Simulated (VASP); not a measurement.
# Mo (P6_3/mmc) in VASP: a series of runs

Mo is run at these levels: RPBE; tasks: single point.

Everything below comes from runs of VASP 6.6.1. Logs are shortened: lines on timing, memory, paths and dates and some standing lists are left out, and cuts for length are marked.

### 1 The cell of the first run

Symmetry: P6_3/mmc, No. 194, hexagonal system. The conventional cell has a = 2.669 Å, b = 2.669 Å, c = 9.309 Å, α = 90.00°, β = 90.00°, γ = 120.00°. Within 3.5 Å of Mo (site symmetry -3m) lie 12 Mo at 2.67 to 2.79 Å. Within 3.5 Å of Mo (site symmetry -6m2) lie 12 Mo at 2.67 to 2.79 Å.

This isn't the form of Mo at room conditions, which is bcc.

### 2 Single point, RPBE (14.36 Å³/atom)

Contents of INCAR:

```
  PREC = Accurate
  ENCUT = 520
  EDIFF = 1E-7
  ISMEAR = -1
  SIGMA = 0.1
  LREAL = F
  LASPH = T
  NELM = 100
  ALGO = Normal
  ISIF = 2
  LWAVE = F
  LCHARG = F
  GGA = RP
  NBANDS = 36
```

Contents of KPOINTS:

```
Automatic mesh
0
Gamma
  15 15 4
```

Contents of POSCAR:

```
Mo
1.0
    2.6690511946      0.0000000000      0.0000000000
   -1.3345255973      2.3114661385      0.0000000000
    0.0000000000      0.0000000000      9.3093356762
Mo
4
Direct
    1.0000000000      1.0000000000      0.0000000000
    1.0000000000      1.0000000000      0.5000000000
    0.3333333333      0.6666666667      0.2500000000
    0.6666666667      0.3333333333      0.7500000000
```

Potentials or basis: VASP PAW PBE potentials, release 64 (Mo_sv).

On the command line:

```sh
> cat potpaw_PBE.64/Mo_sv/POTCAR > POTCAR
> mpirun -np 1 vasp_std > vasp.out
```

OUTCAR:

```text
PREC = Accurate
   ENCUT = 520
   EDIFF = 1E-7
   ISMEAR = -1
   LREAL = F
   LASPH = T
   NELM = 100
   ISIF = 2
   GGA = RP

 ion  position               nearest neighbor table
   1  0.000  0.000  0.000-   3 2.79   4 2.79   3 2.79   4 2.79   4 2.79   3 2.79
   2  0.000  0.000  0.500-   3 2.79   4 2.79   3 2.79   4 2.79   4 2.79   3 2.79
   3  0.333  0.667  0.250-   1 2.79   2 2.79   1 2.79   2 2.79   1 2.79   2 2.79
   4  0.667  0.333  0.750-   1 2.79   2 2.79   1 2.79   2 2.79   1 2.79   2 2.79

  LATTYP: Found a hexagonal cell.
 ALAT       =     2.6690511946
 C/A-ratio  =     3.4878820215

  Lattice vectors:

 A1 = (   2.6690511946,   0.0000000000,   0.0000000000)
 A2 = (  -1.3345255973,   2.3114661385,   0.0000000000)
 A3 = (   0.0000000000,   0.0000000000,   9.3093356762)

Analysis of symmetry for initial positions (statically):
=====================================================================
 Subroutine PRICEL returns:
 Original cell was already a primitive cell.

 Routine SETGRP: Setting up the symmetry group for a
 hexagonal supercell.

 Subroutine GETGRP returns: Found 24 space group operations
 (whereof 12 operations were pure point group operations)
 out of a pool of 24 trial point group operations.

The static configuration has the point symmetry D_3d.
 The point group associated with its full space group is D_6h.

Analysis of symmetry for dynamics (positions and initial velocities):
=====================================================================
 Subroutine PRICEL returns:
 Original cell was already a primitive cell.

 Routine SETGRP: Setting up the symmetry group for a
 hexagonal supercell.

 Subroutine GETGRP returns: Found 24 space group operations
 (whereof 12 operations were pure point group operations)
 out of a pool of 24 trial point group operations.

The dynamic configuration has the point symmetry D_3d.
 The point group associated with its full space group is D_6h.

 Subroutine INISYM returns: Found 24 space group operations
 (whereof 12 operations are pure point group operations),
 and found     1 'primitive' translations

----------------------------------------------------------------------------------------

                                     Primitive cell

  volume of cell :      57.4332

[... 88 lines left out ...]
   LSORBIT =      F    spin-orbit coupling
   LASPH  =      T    aspherical Exc in radial PAW
   ENCUT  =  520.0 eV  38.22 Ry    6.18 a.u.   4.96  4.96 17.31*2*pi/ulx,y,z
   NELM   =    100;   NELMIN=  2; NELMDL= -5     # of ELM steps
   EDIFF  = 0.1E-06   stopping-criterion for ELM
   LREAL  =      F    real-space projection
   EDIFFG = 0.1E-05   stopping-criterion for IOM
   NSW    =      0    number of steps for IOM
   IBRION =     -1    ionic relax: 0-MD 1-quasi-New 2-CG
   NFREE  =      0    steps in history (QN), initial steepest desc. (CG)
   ISIF   =      2    stress and relaxation
   ISYM   =      2    0-nonsym 1-usesym 2-fastsym
   POTIM  = 0.5000    time-step for ionic-motion
   TEBEG  =    0.0;   TEEND  =   0.0 temperature during run
   PSTRESS=    0.0 pullay stress
   NELECT =      56.0000    total number of electrons
   NUPDOWN=      -1.0000    fix difference up-down
   EMIN   =  10.00;   EMAX   =-10.00  energy-range for DOS
   EFERMI =   0.00;   METHOD = LEGACY
   ISMEAR =    -1;   SIGMA  =   0.10  broadening in eV -4-tet -1-fermi 0-gaus
   EFERMI_NEDOS =   21; number of points for ismear=-14 and -15
   IALGO  =     38    algorithm
   IMIX   =      4    mixing-type and parameters
     AMIX     =   0.40;   BMIX     =  1.00
     AMIX_MAG =   1.60;   BMIX_MAG =  1.00
  volume/ion in A,a.u.               =      14.36        96.89
  Fermi-wavevector in a.u.,A,eV,Ry     =   1.623366  3.067717 35.855670  2.635317
  Thomas-Fermi vector in A             =   2.716828
   LORBIT       =      0    0 simple, 1 ext, 2 COOP (PROOUT), +10 PAW based schemes
   GGA     = RP    functional components
   LHFCALC =     F    Hartree Fock is set to
   AEXX    =    0.0000 exact exchange contribution
   IVDW    =     0    specifies the selected vdW correction
   LEPSILON=     F    determine dielectric tensor
   LRPA    =     F    only Hartree local field effects (RPA)
 non-spin polarized calculation
  energy-cutoff  :      520.00
  volume of cell :       57.43
 maximum number of plane-waves:      1581
 NGX is ok and might be reduce to    20
   NGX =  9   NGY =  9   NGZ = 35

 number of electron      56.0000006 magnetization

 Free energy of the ion-electron system (eV)
  ---------------------------------------------------
  ext. energy  EPLUGINS =         0.00000000
  ---------------------------------------------------
  free energy    TOTEN  =       -38.99645735 eV

  energy without entropy =      -38.84464405  energy(sigma->0) =      -38.92055070

 E-fermi :  13.7362     XC(G=0): -13.7910

 val. band max:       13.7354112098   @ k =   0.2667   0.2000   0.5000
 cond. band min:      13.7367738144   @ k =   0.0667   0.0667   0.0000
 fundamental gap:      0.0013626047
 Fermi energy:        13.7361615299

 k-point     1 :       0.0000    0.0000    0.0000
  band No.  band energies     occupation
      1     -47.1049      2.00000
      2     -46.9835      2.00000
      3     -46.9581      2.00000
      4     -46.8331      2.00000
      5     -21.9149      2.00000
      6     -21.1566      2.00000
[... 925 lines left out ...]
     35      17.9501      0.00000
     36      18.1583      0.00000

 [... further k-points ...]

------------------------ aborting loop because EDIFF is reached ----------------------------------------

  FORCE on cell =-STRESS in cart. coord.  units (eV):
  Direction    XX          YY          ZZ          XY          YZ          ZX
  --------------------------------------------------------------------------------------
  -------------------------------------------------------------------------------------
  Total       14.6077980     14.6077980     12.2188637      0.0000000      0.0000000      0.0000000
  in kB      407.5043116    407.5043116    340.8617529      0.0000000      0.0000000      0.0000000
  external PRESSURE =     385.2901254 kB  Pullay stress =       0.0000000 kB

 VOLUME and BASIS-vectors are now :
 -----------------------------------------------------------------------------
  energy-cutoff  :      520.00
  volume of cell :       57.43
      direct lattice vectors                 reciprocal lattice vectors
     2.669051195  0.000000000  0.000000000     0.374664975  0.216312924  0.000000000
    -1.334525597  2.311466139  0.000000000     0.000000000  0.432625849  0.000000000
     0.000000000  0.000000000  9.309335676     0.000000000  0.000000000  0.107419051

 POSITION                                       TOTAL-FORCE (eV/Angst)
 -----------------------------------------------------------------------------------
      0.00000      0.00000      0.00000        -0.000000      0.000000     -0.000000
      0.00000      0.00000      4.65467         0.000000      0.000000     -0.000000
     -0.00000      1.54098      2.32733        -0.000000      0.000000     -0.000000
      1.33453      0.77049      6.98200         0.000000     -0.000000      0.000000
 -----------------------------------------------------------------------------------
    total drift:                                0.000000     -0.000000      0.000000

  FREE ENERGIE OF THE ION-ELECTRON SYSTEM (eV)
  ---------------------------------------------------
  free  energy   TOTEN  =       -38.9964573454 eV

  energy  without entropy=      -38.8446440464  energy(sigma->0) =      -38.92055070
```

OSZICAR:

```text
N       E                     dE             d eps       ncg     rms          rms(c)
DAV:   1     0.669904812863E+03    0.66990E+03   -0.34404E+04  5832   0.166E+03
DAV:   2    -0.189947484016E+02   -0.68890E+03   -0.67462E+03  6304   0.525E+02
DAV:   3    -0.405310868865E+02   -0.21536E+02   -0.20785E+02  7572   0.879E+01
DAV:   4    -0.408923109670E+02   -0.36122E+00   -0.35792E+00  6576   0.930E+00
DAV:   5    -0.408969324340E+02   -0.46215E-02   -0.46176E-02  6564   0.110E+00    0.337E+01
DAV:   6    -0.392697686800E+02    0.16272E+01   -0.33428E+00  6160   0.128E+01    0.115E+01
DAV:   7    -0.390171608127E+02    0.25261E+00   -0.10650E+00  6692   0.661E+00    0.156E+00
DAV:   8    -0.390190507510E+02   -0.18899E-02   -0.28129E-01  6812   0.359E+00    0.128E+00
DAV:   9    -0.389961840475E+02    0.22867E-01   -0.10809E-01  7356   0.212E+00    0.216E-01
DAV:  10    -0.389964222287E+02   -0.23818E-03   -0.21807E-03  6484   0.376E-01    0.106E-01
DAV:  11    -0.389964509591E+02   -0.28730E-04   -0.45121E-05  6816   0.516E-02    0.664E-02
DAV:  12    -0.389964558931E+02   -0.49339E-05   -0.40619E-05  6492   0.493E-02    0.104E-02
DAV:  13    -0.389964582722E+02   -0.23791E-05   -0.16879E-06  6728   0.114E-02    0.307E-03
DAV:  14    -0.389964575345E+02    0.73770E-06   -0.12387E-07  3648   0.281E-03    0.104E-03
DAV:  15    -0.389964572941E+02    0.24038E-06   -0.15309E-08  3208   0.105E-03    0.432E-04
DAV:  16    -0.389964573454E+02   -0.51296E-07   -0.29060E-09  3128   0.448E-04
   1 F= -.38996457E+02 E0= -.38920551E+02  d E =-.151813E+00
```

Run time: 4.1 min. Hardware: 1 thread of Intel Xeon 8259CL, shared host; peak memory 0.25 GiB.

What came out:

```yaml
Free_energy: -38.9965 eV
Pressure: 38.5 GPa
Band_gap_on_the_k_mesh: zero (bands 28 and 29 overlap by 1.95 eV)
```

Stress tensor (GPa, compression positive):
```
40.75  0.00  0.00
 0.00 40.75  0.00
 0.00  0.00 34.09
```

Caveat: the stress differs along the axes, from 34 to 41 GPa; the PAW data sets were made with another functional, which shifts forces and pressure a little.

### 3 Single point, RPBE (15.01 Å³/atom)

This run uses another cell than the first one, of 15.01 Å³/atom.

Contents of INCAR:

```
PREC     = Accurate       # precision mode
ENCUT    = 520            # plane-wave cutoff, eV
EDIFF    = 1E-7           # SCF threshold, eV
ISMEAR   = -1             # smearing method
SIGMA    = 0.1            # smearing width, eV
LREAL    = F              # projectors in reciprocal space
LASPH    = T              # aspherical terms in the spheres
NELM     = 80             # most SCF steps
ALGO     = Normal         # electronic algorithm
ISIF     = 2              # what is computed and relaxed
LWAVE    = F              # write WAVECAR
LCHARG   = F              # write CHGCAR
GGA      = RP             # functional
NBANDS   = 36             # bands
```

Contents of KPOINTS:

```
regular mesh
0
Gamma
  15 15 4
```

Contents of POSCAR:

```
Mo
1.0
    2.7088936535      0.0000000000      0.0000000000
   -1.3544468268      2.3459707201      0.0000000000
    0.0000000000      0.0000000000      9.4483014726
Mo
4
Direct
    1.0000000000      1.0000000000      0.0000000000
    1.0000000000      1.0000000000      0.5000000000
    0.3333333333      0.6666666667      0.2500000000
    0.6666666667      0.3333333333      0.7500000000
```

Potentials or basis: VASP PAW PBE potentials, release 64 (Mo_sv).

On the command line:

```sh
> cat potpaw_PBE.64/Mo_sv/POTCAR > POTCAR
> mpirun -np 1 vasp_std > vasp.out
```

OUTCAR:

```text
PREC = Accurate
   ENCUT = 520
   EDIFF = 1E-7
   ISMEAR = -1
   LREAL = F
   LASPH = T
   NELM = 80
   ISIF = 2
   GGA = RP

 ion  position               nearest neighbor table
   1  0.000  0.000  0.000-   3 2.83   4 2.83   4 2.83   3 2.83   4 2.83   3 2.83
   2  0.000  0.000  0.500-   3 2.83   4 2.83   4 2.83   3 2.83   4 2.83   3 2.83
   3  0.333  0.667  0.250-   1 2.83   2 2.83   1 2.83   2 2.83   1 2.83   2 2.83
   4  0.667  0.333  0.750-   1 2.83   2 2.83   1 2.83   2 2.83   1 2.83   2 2.83

  LATTYP: Found a hexagonal cell.
 ALAT       =     2.7088936535
 C/A-ratio  =     3.4878820216

  Lattice vectors:

 A1 = (   2.7088936535,   0.0000000000,   0.0000000000)
 A2 = (  -1.3544468268,   2.3459707201,   0.0000000000)
 A3 = (   0.0000000000,   0.0000000000,   9.4483014726)

Analysis of symmetry for initial positions (statically):
=====================================================================
 Subroutine PRICEL returns:
 Original cell was already a primitive cell.

 Routine SETGRP: Setting up the symmetry group for a
 hexagonal supercell.

[... 169 lines left out ...]
  energy without entropy =      -39.33749835  energy(sigma->0) =      -39.41667345

 E-fermi :  12.9943     XC(G=0): -13.5338

 val. band max:       12.9767895676   @ k =   0.2000   0.1333   0.2500
 cond. band min:      12.9984435348   @ k =   0.4000   0.0667   0.2500
 fundamental gap:      0.0216539672
 Fermi energy:        12.9942791089

 k-point     1 :       0.0000    0.0000    0.0000
  band No.  band energies     occupation
      1     -47.8365      2.00000
      2     -47.7369      2.00000
      3     -47.7116      2.00000
      4     -47.6095      2.00000
      5     -22.5492      2.00000
      6     -21.8903      2.00000
[... 925 lines left out ...]
     35      16.9723      0.00000
     36      17.1669      0.00000

 [... further k-points ...]

------------------------ aborting loop because EDIFF is reached ----------------------------------------

  FORCE on cell =-STRESS in cart. coord.  units (eV):
  Direction    XX          YY          ZZ          XY          YZ          ZX
  --------------------------------------------------------------------------------------
  -------------------------------------------------------------------------------------
  Total        9.1761921      9.1761921      7.6507002     -0.0000000      0.0000000      0.0000000
  in kB      244.8526423    244.8526423    204.1472244     -0.0000000      0.0000000      0.0000000
  external PRESSURE =     231.2841697 kB  Pullay stress =       0.0000000 kB

 VOLUME and BASIS-vectors are now :
 -----------------------------------------------------------------------------
  energy-cutoff  :      520.00
  volume of cell :       60.04
      direct lattice vectors                 reciprocal lattice vectors
     2.708893654  0.000000000  0.000000000     0.369154396  0.213131390  0.000000000
    -1.354446827  2.345970720  0.000000000     0.000000000  0.426262780  0.000000000
     0.000000000  0.000000000  9.448301473     0.000000000  0.000000000  0.105839129

 POSITION                                       TOTAL-FORCE (eV/Angst)
 -----------------------------------------------------------------------------------
      0.00000      0.00000      0.00000         0.000000      0.000000      0.000000
      0.00000      0.00000      4.72415         0.000000      0.000000      0.000000
     -0.00000      1.56398      2.36208         0.000000     -0.000000     -0.000000
      1.35445      0.78199      7.08623        -0.000000      0.000000      0.000000
 -----------------------------------------------------------------------------------
    total drift:                                0.000000     -0.000000      0.000000

  FREE ENERGIE OF THE ION-ELECTRON SYSTEM (eV)
  ---------------------------------------------------
  free  energy   TOTEN  =       -39.4958485480 eV

  energy  without entropy=      -39.3374983505  energy(sigma->0) =      -39.41667345
```

stdout:

```text
POSCAR found type information on POSCAR Mo
 POSCAR found :  1 types and       4 ions
 scaLAPACK will be used
 -----------------------------------------------------------------------------
|                                                                             |
|                                                                             |
|     You enforced a specific xc type in the INCAR file but a different       |
|     I HOPE YOU KNOW WHAT YOU ARE DOING!                                     |
|                                                                             |
 -----------------------------------------------------------------------------

 LDA part: xc-table for (Slater+PW92), standard interpolation
 POSCAR, INCAR and KPOINTS ok, starting setup
 FFT: planning ... GRIDC
 FFT: planning ... GRID_SOFT
 FFT: planning ... GRID
 WAVECAR not read
 entering main loop
```

Wall time 4.2 min (1 thread of Intel Xeon 8259CL, shared host); peak memory 0.25 GiB.

What came out:

| Item | Value |
| --- | --- |
| Free energy | -39.4958 eV |
| Pressure | 23.1 GPa |
| Band gap on the k mesh | zero (bands 28 and 29 overlap by 1.87 eV) |

Stress tensor (GPa, compression positive):
```
24.49  0.00  0.00
 0.00 24.49  0.00
 0.00  0.00 20.41
```

Levels at points of the mesh, in eV from the Fermi level:
```
           k point  band 25  band 26  band 27  band 28  band 29  band 30  band 31  band 32
(0.00, 0.00, 0.00)    -0.89    -0.75    -0.75    -0.48    -0.48    -0.29    -0.29     1.00
(0.00, 0.00, 0.50)    -0.77    -0.77    -0.46    -0.46    -0.46    -0.46    -0.30    -0.30
```

Caveat: the cell stands under pressure; the PAW data sets were made with another functional, which shifts forces and pressure a little.

[end of part 1 of 2]

The gap in the log of VASP goes by the Fermi energy; the results here count the filled bands.